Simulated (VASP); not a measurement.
Crystal: HgTe.

```xyz
2
Lattice="-3.0658 3.0658 1.5697 3.0658 -3.0658 1.5697 3.0658 3.0658 -1.5697" Properties=species:S:1:pos:R:3 pbc="T T T"
Hg    0.0000    3.0658    0.7849
Te    0.0000    0.0000    0.0000
```

Base run:

```yaml
Program: VASP 6.6.1
Functional: r2SCAN
Potentials_or_basis: VASP PAW PBE potentials, release 64 (Hg, Te)
Cutoff: 520 eV
k_mesh: 10 × 10 × 10
Occupations: fermi-dirac, width 0.05 eV
Spin: no spin polarisation
```

Its results: band gap on the k mesh zero (bands 9 and 10 overlap by 3.38 eV); pressure -1.8 GPa.

Q: The run is repeated on the same cell with these changes: functional from r2SCAN to PBE; further incar settings from ALGO = Normal; EDIFF = 1e-07; NBANDS = 16 to ALGO = Normal; EDIFF = 1e-06; NBANDS = 16. What comes out?

A: Band gap on the k mesh zero (bands 9 and 10 overlap by 3.27 eV); pressure -0.7 GPa.

Caveats: spin-orbit coupling is left out, which moves the levels of the heavy elements; the PAW data sets were made with another functional, which shifts forces and pressure a little (at least some runs).
